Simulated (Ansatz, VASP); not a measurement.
Sn: VASP beside Ansatz

Contents of INCAR:

```
PREC = Accurate ; ENCUT = 520
EDIFF = 1E-6 ; ISMEAR = 0
SIGMA = 0.15 ; LREAL = False
LASPH = True ; NELM = 60
ALGO = Fast ; ISIF = 2
LWAVE = False ; LCHARG = False
GGA = PS ; NBANDS = 13
```

The input KPOINTS:

```
regular mesh
0
Gamma
  18 18 18
```

Contents of POSCAR:

```
Sn
1.0
   -1.8662320419      1.8662320419      1.8946518192
    1.8662320419     -1.8662320419      1.8946518192
    1.8662320419      1.8662320419     -1.8946518192
Sn
1
Direct
    0.0000000000      0.0000000000      0.0000000000
```

Input for Ansatz:

```yaml
crystal:
  lattice:
    - [-1.8662320419, 1.8662320419, 1.8946518192]
    - [1.8662320419, -1.8662320419, 1.8946518192]
    - [1.8662320419, 1.8662320419, -1.8946518192]
  atoms:
    - { symbol: Sn, position: [0.0, 0.0, 0.0] }
basis:
  ecutwfc: 420
kpoints:
  mp_grid: { grid: [18, 18, 18] }
hamiltonian:
  xc: pbesol
scf:
  occupations: { method: gaussian, width: 0.15 }
output:
  forces: true
  stress: true
  eigenvalues: true
```

Change from the starting cell: strain -0.015 along x and y, +0.000 along z, atoms carried along.

Alike in both runs: task single point; functional PBEsol; k mesh 18 × 18 × 18; occupations gaussian, width 0.15 eV; no spin polarisation.

```csv
,VASP,Ansatz
version,VASP 6.6.1,Ansatz 0.2.0
potentials or method,"VASP PAW PBE potentials, release 64 (Sn_d), cutoff 520 eV","scalar-relativistic, plane waves, PAW"
valence electrons in the cell,14,14
```

|  | VASP | Ansatz | Ansatz less VASP |
| --- | --- | --- | --- |
| gap on the k mesh at the Fermi level (eV) | none | none | - |
| pressure (GPa) | -0.4 | -0.4 | +0.01 |
| traceless stress, the component that is largest in VASP (GPa) | 0.32 | 0.32 | -0.001 |

VASP's potentials were made for PBE, not for PBEsol. A gap of «none» marks a metal or a gap that the smearing closes.
